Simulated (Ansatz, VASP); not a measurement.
## One calculation of Ti3Pb2O2, two programs

```
Ti Pb O
1.0
     3.16516    0.00000    0.00000
    -1.58258    2.74111    0.00000
     0.00000    0.00000   13.58091
Ti Pb O
3 2 2
Direct
  0.00000 0.00000 0.00000
  0.66667 0.33333 0.16911
  0.33333 0.66667 0.83089
  0.66667 0.33333 0.63968
  0.33333 0.66667 0.36032
  0.66667 0.33333 0.91646
  0.33333 0.66667 0.08354
```

Alike in both runs: functional PBE; k mesh 6 × 6 × 2; occupations gaussian, width 0.2 eV; collinear spin.

Ansatz relaxed the structure, and its values are those at the end. VASP's run is a single point on that final structure, the one shown.

|  | VASP | Ansatz |
| --- | --- | --- |
| version | VASP 6.6.1 | Ansatz 0.2.0 |
| potentials or method | VASP PAW PBE potentials, release 64 (Ti_sv, Pb_d, O), cutoff 520 eV | scalar-relativistic, plane waves, PAW |
| valence electrons in the cell | 76 | 76 |

|  | VASP | Ansatz | Ansatz less VASP |
| --- | --- | --- | --- |
| gap on the k mesh at the Fermi level (eV) | none | none | - |
| pressure (GPa) | 0.2 | 0.0 | -0.17 |
| rms of the force components (eV/Å) | 0.008 | 0.005 | -0.0032 |
| net moment per atom (μB) | 0.00 | 0.00 | 0.000 |

A gap of «none» marks a metal or a gap that the smearing closes. The functional is the same, so the differences come from potentials, cutoffs and numerics. Ansatz's warnings: seeded moment not kept.

The k mesh is coarse, so the values compare programs but aren't converged. Neither program's run includes spin-orbit coupling.
